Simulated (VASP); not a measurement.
# InSb3 (Fm-3m) in VASP: settings compared

The runs below take InSb3 through single point, with PBEsol, PBE, LDA.

All numbers are computed with VASP 6.6.1; they aren't measurements. Logs are shortened: lines on timing, memory, paths and dates and some standing lists are left out, and cuts for length are marked.

## Step 1: The cell of the first run

It takes space group Fm-3m (No. 225, cubic). Conventional cell: a = 7.738 Å, b = 7.738 Å, c = 7.738 Å, α = 90.00°, β = 90.00°, γ = 90.00°. Sb (site symmetry m-3m) has 8 Sb at 3.35 Å and 6 In at 3.87 Å within 4.4 Å. Within 4.4 Å of Sb (site symmetry -43m) lie 4 In at 3.35 Å and 10 Sb at 3.35 to 3.87 Å. Within 4.4 Å of In (site symmetry m-3m) lie 14 Sb at 3.35 to 3.87 Å.

## Step 2: Single point, PBEsol (volume scaled by 1.06)

Contents of INCAR:

```
SYSTEM = InSb3
  PREC = Accurate
  ENCUT = 520
  EDIFF = 1E-6
  ISMEAR = -1
  SIGMA = 0.05
  LREAL = .False.
  LASPH = .True.
  NELM = 100
  ALGO = Normal
  ISIF = 2
  LWAVE = .False.
  LCHARG = .False.
  GGA = PS
  NBANDS = 22
```

Contents of KPOINTS:

```
Automatic mesh
0
Gamma
  6 6 6
  0 0 0
```

Contents of POSCAR:

```
InSb3
1.0
    0.0000000000      3.8689769334      3.8689769334
    3.8689769334      0.0000000000      3.8689769334
    3.8689769334      3.8689769334      0.0000000000
Sb In
3 1
Direct
    0.5000000000      0.5000000000      0.5000000000
    0.7500000000      0.7500000000      0.7500000000
    0.2500000000      0.2500000000      0.2500000000
    0.0000000000      0.0000000000      0.0000000000
```

Potentials or basis: VASP PAW PBE potentials, release 64 (Sb, In_d).

Launch:

```bash
> cat potpaw_PBE.64/Sb/POTCAR potpaw_PBE.64/In_d/POTCAR > POTCAR
> mpirun -np 1 vasp_std > vasp.out
```

OUTCAR:

```text
SYSTEM = InSb3
   PREC = Accurate
   ENCUT = 520
   EDIFF = 1E-6
   ISMEAR = -1
   LREAL = .False.
   LASPH = .True.
   NELM = 100
   ISIF = 2
   GGA = PS

 ion  position               nearest neighbor table
   1  0.500  0.500  0.500-   2 3.35   3 3.35   3 3.35   3 3.35   3 3.35   2 3.35   2 3.35   2 3.35
                             4 3.87   4 3.87   4 3.87   4 3.87   4 3.87   4 3.87
   2  0.750  0.750  0.750-   1 3.35   4 3.35   1 3.35   1 3.35   1 3.35   4 3.35   4 3.35   4 3.35

   3  0.250  0.250  0.250-   1 3.35   4 3.35   4 3.35   4 3.35   4 3.35   1 3.35   1 3.35   1 3.35

   4  0.000  0.000  0.000-   2 3.35   3 3.35   2 3.35   2 3.35   2 3.35   3 3.35   3 3.35   3 3.35
                             1 3.87   1 3.87   1 3.87   1 3.87   1 3.87   1 3.87

  LATTYP: Found a face centered cubic cell.
 ALAT       =     7.7379538668

  Lattice vectors:

 A1 = (   0.0000000000,   3.8689769334,   3.8689769334)
 A2 = (   3.8689769334,   0.0000000000,   3.8689769334)
 A3 = (   3.8689769334,   3.8689769334,   0.0000000000)

Analysis of symmetry for initial positions (statically):
=====================================================================
 Subroutine PRICEL returns:
 Original cell was already a primitive cell.

 Routine SETGRP: Setting up the symmetry group for a
 face centered cubic supercell.

 Subroutine GETGRP returns: Found 48 space group operations
 (whereof 48 operations were pure point group operations)
 out of a pool of 48 trial point group operations.

The static configuration has the point symmetry O_h .

Analysis of symmetry for dynamics (positions and initial velocities):
=====================================================================
 Subroutine PRICEL returns:
 Original cell was already a primitive cell.

 Routine SETGRP: Setting up the symmetry group for a
 face centered cubic supercell.

 Subroutine GETGRP returns: Found 48 space group operations
 (whereof 48 operations were pure point group operations)
 out of a pool of 48 trial point group operations.

The dynamic configuration has the point symmetry O_h .

 Subroutine INISYM returns: Found 48 space group operations
 (whereof 48 operations are pure point group operations),
 and found     1 'primitive' translations

----------------------------------------------------------------------------------------

                                     Primitive cell

  volume of cell :     115.8293

  direct lattice vectors                    reciprocal lattice vectors
     0.000000000  3.868976933  3.868976933    -0.129233130  0.129233130  0.129233130
     3.868976933  0.000000000  3.868976933     0.129233130 -0.129233130  0.129233130
     3.868976933  3.868976933  0.000000000     0.129233130  0.129233130 -0.129233130

  length of vectors
     5.471559652  5.471559652  5.471559652     0.223838348  0.223838348  0.223838348

  position of ions in fractional coordinates (direct lattice)
     0.500000000  0.500000000  0.500000000
     0.750000000  0.750000000  0.750000000
     0.250000000  0.250000000  0.250000000
     0.000000000  0.000000000  0.000000000

  ion indices of the primitive-cell ions
   primitive index   ion index
                 1           1
                 2           2
                 3           3
                 4           4

----------------------------------------------------------------------------------------

 KPOINTS: Automatic mesh

Automatic generation of k-mesh.
 Grid dimensions read from file:
 generate k-points for:    6    6    6

 Generating k-lattice:

  Cartesian coordinates                     Fractional coordinates (reciprocal lattice)
    -0.021538855  0.021538855  0.021538855     0.166666667  0.000000000  0.000000000
     0.021538855 -0.021538855  0.021538855     0.000000000  0.166666667  0.000000000
     0.021538855  0.021538855 -0.021538855     0.000000000  0.000000000  0.166666667

  Length of vectors
     0.037306391  0.037306391  0.037306391

  Shift w.r.t. Gamma in fractional coordinates (k-lattice)
     0.000000000  0.000000000  0.000000000

 Subroutine IBZKPT returns following result:
 ===========================================

 Found     16 irreducible k-points:

 Following reciprocal coordinates:
            Coordinates               Weight
  0.000000  0.000000  0.000000      1.000000
  0.166667  0.000000  0.000000      8.000000
  0.333333  0.000000  0.000000      8.000000
  0.500000  0.000000  0.000000      4.000000
  0.166667  0.166667  0.000000      6.000000
  0.333333  0.166667  0.000000     24.000000
[... 8 lines left out ...]
 -0.333333  0.333333  0.166667     24.000000
 -0.333333  0.500000  0.166667     12.000000
   k-points           NKPTS =     16   k-points in BZ     NKDIM =     16   number of bands    NBANDS=     22
   number of dos      NEDOS =    301   number of ions     NIONS =      4
   total plane-waves  NPLWV =  74088
   dimension x,y,z NGX =    42 NGY =   42 NGZ =   42
   dimension x,y,z NGXF=    84 NGYF=   84 NGZF=   84
   ions per type =               3   1
   NGX,Y,Z   is equivalent  to a cutoff of  12.76, 12.76, 12.76 a.u.
   NGXF,Y,Z  is equivalent  to a cutoff of  25.52, 25.52, 25.52 a.u.
 SYSTEM =  InSb3
   PREC   = accura    normal or accurate (medium, high low for compatibility)
   ISTART =      0    job   : 0-new  1-cont  2-samecut
   ICHARG =      2    charge: 1-file 2-atom 10-const
   ISPIN  =      1    spin polarized calculation?
   LNONCOLLINEAR =      F non collinear calculations
   LSORBIT =      F    spin-orbit coupling
   LASPH  =      T    aspherical Exc in radial PAW
   ENCUT  =  520.0 eV  38.22 Ry    6.18 a.u.  10.17 10.17 10.17*2*pi/ulx,y,z
   NELM   =    100;   NELMIN=  2; NELMDL= -5     # of ELM steps
   EDIFF  = 0.1E-05   stopping-criterion for ELM
   LREAL  =      F    real-space projection
   EDIFFG = 0.1E-04   stopping-criterion for IOM
   NSW    =      0    number of steps for IOM
   IBRION =     -1    ionic relax: 0-MD 1-quasi-New 2-CG
   NFREE  =      0    steps in history (QN), initial steepest desc. (CG)
   ISIF   =      2    stress and relaxation
   ISYM   =      2    0-nonsym 1-usesym 2-fastsym
   POTIM  = 0.5000    time-step for ionic-motion
   TEBEG  =    0.0;   TEEND  =   0.0 temperature during run
   PSTRESS=    0.0 pullay stress
   NELECT =      28.0000    total number of electrons
   NUPDOWN=      -1.0000    fix difference up-down
   EMIN   =  10.00;   EMAX   =-10.00  energy-range for DOS
   EFERMI =   0.00;   METHOD = LEGACY
   ISMEAR =    -1;   SIGMA  =   0.05  broadening in eV -4-tet -1-fermi 0-gaus
   EFERMI_NEDOS =   21; number of points for ismear=-14 and -15
   IALGO  =     38    algorithm
   IMIX   =      4    mixing-type and parameters
     AMIX     =   0.40;   BMIX     =  1.00
     AMIX_MAG =   1.60;   BMIX_MAG =  1.00
  volume/ion in A,a.u.               =      28.96       195.41
  Fermi-wavevector in a.u.,A,eV,Ry     =   1.019815  1.927171 14.150365  1.040023
  Thomas-Fermi vector in A             =   2.153350
   LORBIT       =      0    0 simple, 1 ext, 2 COOP (PROOUT), +10 PAW based schemes
   GGA     = PS    functional components
   LHFCALC =     F    Hartree Fock is set to
   AEXX    =    0.0000 exact exchange contribution
   IVDW    =     0    specifies the selected vdW correction
   LEPSILON=     F    determine dielectric tensor
   LRPA    =     F    only Hartree local field effects (RPA)
 non-spin polarized calculation
  energy-cutoff  :      520.00
  volume of cell :      115.83
 maximum number of plane-waves:      3143
 NGX is ok and might be reduce to    42
   NGX = 21   NGY = 21   NGZ = 21

 number of electron      28.0000007 magnetization

 Free energy of the ion-electron system (eV)
  ---------------------------------------------------
  ext. energy  EPLUGINS =         0.00000000
  ---------------------------------------------------
  free energy    TOTEN  =       -15.86711292 eV

  energy without entropy =      -15.83472694  energy(sigma->0) =      -15.85091993

 E-fermi :   7.2058     XC(G=0):  -9.9974

 val. band max:        7.1839578691   @ k =   0.5000   0.1667   0.0000
 cond. band min:       7.2303950687   @ k =  -0.1667   0.1667   0.0000
 fundamental gap:      0.0464371996
 Fermi energy:         7.2058393178

 k-point     1 :       0.0000    0.0000    0.0000
  band No.  band energies     occupation
      1      -7.3128      2.00000
      2      -7.3128      2.00000
      3      -7.3128      2.00000
      4      -7.2879      2.00000
      5      -7.2879      2.00000
      6      -4.7124      2.00000
[... 14 lines left out ...]
     21      13.3592      0.00000
     22      13.3592      0.00000

 k-point     2 :       0.1667    0.0000    0.0000
  band No.  band energies     occupation
      1      -7.3154      2.00000
      2      -7.3116      2.00000
      3      -7.3116      2.00000
      4      -7.2882      2.00000
      5      -7.2882      2.00000
      6      -4.5206      2.00000
[... 14 lines left out ...]
     21      11.8727      0.00000
     22      12.9433      0.00000

 k-point     3 :       0.3333    0.0000    0.0000
  band No.  band energies     occupation
      1      -7.3211      2.00000
      2      -7.3096      2.00000
      3      -7.3096      2.00000
      4      -7.2886      2.00000
      5      -7.2886      2.00000
      6      -3.9659      2.00000
[... 14 lines left out ...]
     21      11.4550      0.00000
     22      13.2510      0.00000

 k-point     4 :       0.5000    0.0000    0.0000
  band No.  band energies     occupation
      1      -7.3242      2.00000
      2      -7.3087      2.00000
      3      -7.3087      2.00000
      4      -7.2886      2.00000
      5      -7.2886      2.00000
      6      -3.3640      2.00000
[... 14 lines left out ...]
     21      12.4623      0.00000
     22      15.2271      0.00000

 k-point     5 :       0.1667    0.1667    0.0000
  band No.  band energies     occupation
      1      -7.3173      2.00000
      2      -7.3106      2.00000
      3      -7.3106      2.00000
      4      -7.2896      2.00000
      5      -7.2874      2.00000
      6      -4.4565      2.00000
[... 14 lines left out ...]
     21      12.4678      0.00000
     22      12.4682      0.00000

 k-point     6 :       0.3333    0.1667    0.0000
  band No.  band energies     occupation
      1      -7.3211      2.00000
      2      -7.3097      2.00000
      3      -7.3084      2.00000
      4      -7.2910      2.00000
      5      -7.2873      2.00000
      6      -4.0190      2.00000
[... 14 lines left out ...]
     21      11.9398      0.00000
     22      12.3242      0.00000

 k-point     7 :       0.5000    0.1667    0.0000
  band No.  band energies     occupation
      1      -7.3223      2.00000
      2      -7.3110      2.00000
      3      -7.3073      2.00000
      4      -7.2909      2.00000
      5      -7.2880      2.00000
      6      -3.3176      2.00000
[... 124 lines left out ...]
      6      -2.8777      2.00000
[... 14 lines left out ...]
     21      12.0034      0.00000
     22      14.3723      0.00000

 k-point    13 :       0.5000    0.5000    0.0000
  band No.  band energies     occupation
      1      -7.3312      2.00000
      2      -7.3037      2.00000
      3      -7.3037      2.00000
      4      -7.2970      2.00000
      5      -7.2858      2.00000
      6      -2.6740      2.00000
[... 14 lines left out ...]
     21      11.9716      0.00000
     22      12.5300      0.00000

 k-point    14 :       0.5000    0.3333    0.1667
  band No.  band energies     occupation
      1      -7.3221      2.00000
      2      -7.3113      2.00000
      3      -7.3062      2.00000
      4      -7.2925      2.00000
      5      -7.2876      2.00000
      6      -3.4800      2.00000
[... 14 lines left out ...]
     21      11.6855      0.00000
     22      13.0808      0.00000

 k-point    15 :      -0.3333    0.3333    0.1667
  band No.  band energies     occupation
      1      -7.3193      2.00000
      2      -7.3156      2.00000
      3      -7.3051      2.00000
      4      -7.2929      2.00000
      5      -7.2881      2.00000
      6      -2.8655      2.00000
[... 14 lines left out ...]
     21      11.8622      0.00000
     22      14.5593      0.00000

 k-point    16 :      -0.3333    0.5000    0.1667
  band No.  band energies     occupation
      1      -7.3247      2.00000
      2      -7.3110      2.00000
      3      -7.3037      2.00000
      4      -7.2950      2.00000
      5      -7.2872      2.00000
      6      -2.4424      2.00000
[... 14 lines left out ...]
     21      11.3419      0.00000
     22      13.8067      0.00000

------------------------ aborting loop because EDIFF is reached ----------------------------------------

  FORCE on cell =-STRESS in cart. coord.  units (eV):
  Direction    XX          YY          ZZ          XY          YZ          ZX
  --------------------------------------------------------------------------------------
  -------------------------------------------------------------------------------------
  Total       -3.8716674     -3.8716674     -3.8716674     -0.0000000     -0.0000000      0.0000000
  in kB      -53.5537896    -53.5537896    -53.5537896     -0.0000000     -0.0000000      0.0000000
  external PRESSURE =     -53.5537896 kB  Pullay stress =       0.0000000 kB

 VOLUME and BASIS-vectors are now :
 -----------------------------------------------------------------------------
  energy-cutoff  :      520.00
  volume of cell :      115.83
      direct lattice vectors                 reciprocal lattice vectors
     0.000000000  3.868976933  3.868976933    -0.129233130  0.129233130  0.129233130
     3.868976933  0.000000000  3.868976933     0.129233130 -0.129233130  0.129233130
     3.868976933  3.868976933  0.000000000     0.129233130  0.129233130 -0.129233130

 POSITION                                       TOTAL-FORCE (eV/Angst)
 -----------------------------------------------------------------------------------
      3.86898      3.86898      3.86898         0.000000      0.000000      0.000000
      5.80347      5.80347      5.80347        -0.000000     -0.000000     -0.000000
      1.93449      1.93449      1.93449         0.000000      0.000000      0.000000
      0.00000      0.00000      0.00000         0.000000      0.000000      0.000000
 -----------------------------------------------------------------------------------
    total drift:                               -0.000000      0.000000      0.000000

  FREE ENERGIE OF THE ION-ELECTRON SYSTEM (eV)
  ---------------------------------------------------
  free  energy   TOTEN  =       -15.8671129242 eV

  energy  without entropy=      -15.8347269421  energy(sigma->0) =      -15.85091993
```

Run time: 34 s. Hardware: 1 thread of Intel Xeon Platinum 8259CL at 2.50GHz (Skylake/Cascade Lake), shared host; peak memory 0.26 GiB.

Results:

```
Free energy            : -15.8671 eV
Pressure               : -5.4 GPa
Band gap on the k mesh : zero (band 14 reaches 8.12 eV, above the bottom of band 15 at 4.91 eV)
```

Levels at points of the mesh, in eV from the Fermi level:
| k point | band 11 | band 12 | band 13 | band 14 | band 15 | band 16 | band 17 | band 18 |
| --- | --- | --- | --- | --- | --- | --- | --- | --- |
| (0.00, 0.00, 0.00) | -2.38 | -2.38 | -2.29 | -2.29 | -2.29 | -0.68 | -0.68 | -0.68 |
| (0.50, 0.00, 0.00) | -3.28 | -2.49 | -2.49 | -0.42 | -0.30 | 1.76 | 1.76 | 2.93 |
| (0.50, 0.50, 0.00) | -4.82 | 0.09 | 0.77 | 0.77 | 0.92 | 1.52 | 1.63 | 1.63 |

Caveat: the PAW data sets were made with another functional, which shifts forces and pressure a little; spin-orbit coupling is left out, which moves the levels of the heavy elements.

(Part 1 of 2 ends here.)
